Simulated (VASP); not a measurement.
Set up this calculation in VASP 6.6.1, as the native input.

```yaml
Task: single point
Functional: PBE
Dispersion: D3(BJ)
Potentials_or_basis: VASP PAW PBE potentials, release 64 (O, H, Mg, Cl)
Cutoff: 520 eV
k_mesh: 1 × 1 × 1
Occupations: fermi-dirac, width 0.002 eV
Spin: no spin polarisation
Dipole_correction: no
Further_INCAR_settings: ALGO = Normal; EDIFF = 1e-06; NBANDS = 59
```

The structure of MgH16Cl2O8 lies in POSCAR:

```
MgH16Cl2O8
1.0
    5.2979070000     -0.1340180000      0.1419600000
   -0.1340180000      5.3816320000     -0.0141870000
    0.1419600000     -0.0141870000      5.7042800000
O H Mg Cl
8 16 1 2
Direct
    0.2993781766      0.3160315554      0.4612297807
    0.9259632182      0.0450176406      0.4421397489
    0.6054094050      0.4731584536      0.2205482164
    0.4734267494      0.9379769712      0.4792540720
   -0.1371073866      0.6445266350      0.6682188925
    0.7822360385      0.7924610348      1.0079618141
    0.1399006143      0.1650489907      0.0199992390
    0.1449921469      0.6747930174      0.2013207983
    0.2487798440      0.4965519337      0.5158806713
    0.2950182483      0.2110070392      0.6079141919
    0.9595275646      0.2134710271      0.3967396377
    0.8872859869      0.0456129841      0.6033693985
    0.4814689126      0.3929348093      0.3598394958
    0.6641361786      0.3296341812      0.0961200622
    0.3993374919      0.7758662224      0.5151250050
    0.5325587336      0.9854368934      0.6334153224
   -0.2538411126      0.6100196573      0.8261497741
   -0.0737354894      0.4678630634      0.6519148891
    0.6268011185      0.8654511659      0.9048464432
    0.9715027446      0.7989331388      0.9702749400
    0.2382164647      0.2838442314     -0.0831814552
    0.0699374106      0.2632244796      0.1201389222
    0.1987259734      0.8703403925      0.2339359884
    0.3201471336      0.6288018346      0.1673783062
    0.7890582667      0.6989993024      0.3460212317
    0.5632666725      0.1797011252      0.8245191476
    0.2993853830      0.6516382809      0.7932892571
```

One way to write it, as run:

INCAR

```
PREC = Accurate
ENCUT = 520
EDIFF = 1E-6
ISMEAR = -1
SIGMA = 0.002
LREAL = False
LASPH = True
NELM = 120
ALGO = Normal
ISIF = 2
LWAVE = False
LCHARG = True
GGA = PE
IVDW = 12
LELF = True
LVHAR = True
NBANDS = 59
GGA_COMPAT = False
```

KPOINTS

```
Automatic mesh
0
Gamma
  1 1 1
```

Potentials or basis: VASP PAW PBE potentials, release 64 (O, H, Mg, Cl).

The run is started by

```sh
$ cat potpaw_PBE.64/O/POTCAR potpaw_PBE.64/H/POTCAR potpaw_PBE.64/Mg/POTCAR potpaw_PBE.64/Cl/POTCAR > POTCAR
$ mpirun -np 1 vasp_gam > vasp.out
```

Results of the run:

The pressure is 36.2 GPa, the largest force is 8.171 eV/Å and the band gap on the k mesh is 3.94 eV. The dispersion energy per atom is -0.100 eV.

Caveat: the k points lie up to 1.19 Å⁻¹ apart.

Wall time 13 s on 1 thread of Intel(R) Xeon(R) 6975P-C (Granite Rapids) (shared host), peak memory 0.25 GiB.
